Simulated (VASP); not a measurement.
Here is a VASP 6.6.1 calculation.

File INCAR:

```
PREC     = Accurate       # precision mode
ENCUT    = 600            # plane-wave cutoff, eV
EDIFF    = 1E-6           # SCF threshold, eV
ISMEAR   = -1             # smearing method
SIGMA    = 0.1            # smearing width, eV
LREAL    = F              # projectors in reciprocal space
LASPH    = T              # aspherical terms in the spheres
NELM     = 60             # most SCF steps
ALGO     = Normal         # electronic algorithm
ISIF     = 3              # what is computed and relaxed
LWAVE    = F              # write WAVECAR
LCHARG   = F              # write CHGCAR
GGA      = PE             # functional
IBRION   = 2              # ionic algorithm
NSW      = 60             # ionic steps
EDIFFG   = -0.005         # ionic threshold
PSTRESS  = 1700.0
```

KPOINTS

```
Automatic mesh
0
Gamma
  17 17 17
```

The input POSCAR:

```
GaN
1.0
    0.0000000000      1.8950593921      1.8950593921
    1.8950593921      0.0000000000      1.8950593921
    1.8950593921      1.8950593921      0.0000000000
Ga N
1 1
Direct
    0.0000000000      0.0000000000      0.0000000000
    0.5000000000      0.5000000000      0.5000000000
```

Potentials or basis: VASP PAW PBE potentials, release 64 (Ga_d, N).

The run is started by

```console
$ cat potpaw_PBE.64/Ga_d/POTCAR potpaw_PBE.64/N/POTCAR > POTCAR
$ mpirun -np 1 vasp_std > vasp.out
```

Estimate the relaxed cell.

a = 2.678 Å, b = 2.678 Å, c = 2.678 Å, α = 60.00°, β = 60.00°, γ = 60.00°.

Estimate the relaxed volume.

6.79 Å³/atom.

Step by step:
| step | energy change (eV) | largest force (eV/Å) | pressure (GPa) | volume (Å³) |
| --- | --- | --- | --- | --- |
| 1 | 0.0000 | 0.0000 | 168.08 | 13.61 |
| 2 | 0.1732 | 0.0000 | 178.33 | 13.45 |
| 3 | 0.0332 | 0.0000 | 169.94 | 13.58 |

Caveat: the cell is relaxed towards a set pressure, so the run minimises the enthalpy, not the energy.
